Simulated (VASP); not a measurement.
Input of a VASP 6.6.1 run:

Contents of INCAR:

```
SYSTEM = HfAs4
PREC = Accurate
ENCUT = 520
EDIFF = 1E-7
ISMEAR = 0
SIGMA = 0.1
LREAL = .FALSE.
LASPH = .TRUE.
NELM = 100
ALGO = Normal
ISIF = 2
LWAVE = .FALSE.
LCHARG = .TRUE.
GGA = PE
LELF = .TRUE.
LVHAR = .TRUE.
NBANDS = 23
```

The input KPOINTS:

```
Automatic mesh
0
G
  8 8 8
  0 0 0
```

The input POSCAR:

```
HfAs4
1.0
    4.4965227408      0.0000000000      0.0000000000
    0.0000000000      4.4965227408      0.0000000000
    0.0000000000      0.0000000000      5.6269902834
Hf As
1 4
Direct
    0.0000000000      0.0000000000      0.0000000000
    0.5000000000      0.0000000000      0.2796990018
    0.0000000000      0.5000000000      0.7203009982
    0.5000000000      0.0000000000      0.7203009982
    0.0000000000      0.5000000000      0.2796990018
```

Potentials or basis: VASP PAW PBE potentials, release 64 (Hf_pv, As).

The run is started by

```console
$ cat potpaw_PBE.64/Hf_pv/POTCAR potpaw_PBE.64/As/POTCAR > POTCAR
$ mpirun -np 1 vasp_std > vasp.out
```

Problem. Estimate the pressure.

Solution. 0.0 GPa.

Problem. Estimate the band gap on the k mesh.

Solution. Zero (band 15 reaches 5.82 eV, above the bottom of band 16 at 3.51 eV).

Forces on the atoms (eV/Å):
```
Hf   0.000  0.000  0.000
As   0.000  0.000 -0.038
As   0.000  0.000  0.038
As   0.000  0.000  0.038
As   0.000  0.000 -0.038
```

Caveat: spin-orbit coupling is left out, which moves the levels of the heavy elements.
